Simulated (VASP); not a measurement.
Here is a VASP 6.6.1 calculation.

POSCAR

```
BN
1.0
    0.0000000000      1.8210299446      1.8210299446
    1.8210299446      0.0000000000      1.8210299446
    1.8210299446      1.8210299446      0.0000000000
B N
1 1
Direct
    0.0000000000      0.0000000000      0.0000000000
    0.2500000000      0.2500000000      0.2500000000
```

The input INCAR.step1:

```
SYSTEM = BN
ALGO = Normal ; EDIFF = 1E-5
ENCUT = 520 ; GGA = PE
ISIF = 2 ; ISMEAR = -1
LASPH = .TRUE. ; LREAL = .FALSE.
LWAVE = .TRUE. ; NBANDS = 11
NELM = 60 ; PREC = Accurate
SIGMA = 0.05
```

INCAR.step2

```
SYSTEM = BN
ALGO = Normal ; EDIFF = 1E-6
ENCUT = 520 ; GGA = PE
HFSCREEN = 0.2079 ; ISIF = 2
ISMEAR = -1 ; ISTART = 1
LASPH = .TRUE. ; LCHARG = .TRUE.
LELF = .TRUE. ; LHFCALC = .TRUE.
LREAL = .FALSE. ; LVHAR = .TRUE.
LWAVE = .FALSE. ; NBANDS = 11
NELM = 60 ; PREC = Accurate
PRECFOCK = Normal ; SIGMA = 0.05
```

File KPOINTS:

```
k-points
0
G
  4 4 4
  0 0 0
```

Potentials or basis: VASP PAW PBE potentials, release 64 (B, N).

Run with:

```bash
$ cat potpaw_PBE.64/B/POTCAR potpaw_PBE.64/N/POTCAR > POTCAR
$ cp INCAR.step1 INCAR
$ mpirun -np 1 vasp_std > vasp.out
$ cp INCAR.step2 INCAR
$ mpirun -np 1 vasp_std > vasp.out
```

Question: Predict the pressure.

Answer: -13.5 GPa.

Question: Predict the band gap on the k mesh.

Answer: 5.77 eV, indirect (least direct gap 10.45 eV).

Caveat: the k points lie up to 0.75 Å⁻¹ apart; the PAW data sets were made with another functional, which shifts forces and pressure a little. A k mesh can miss the band edges.
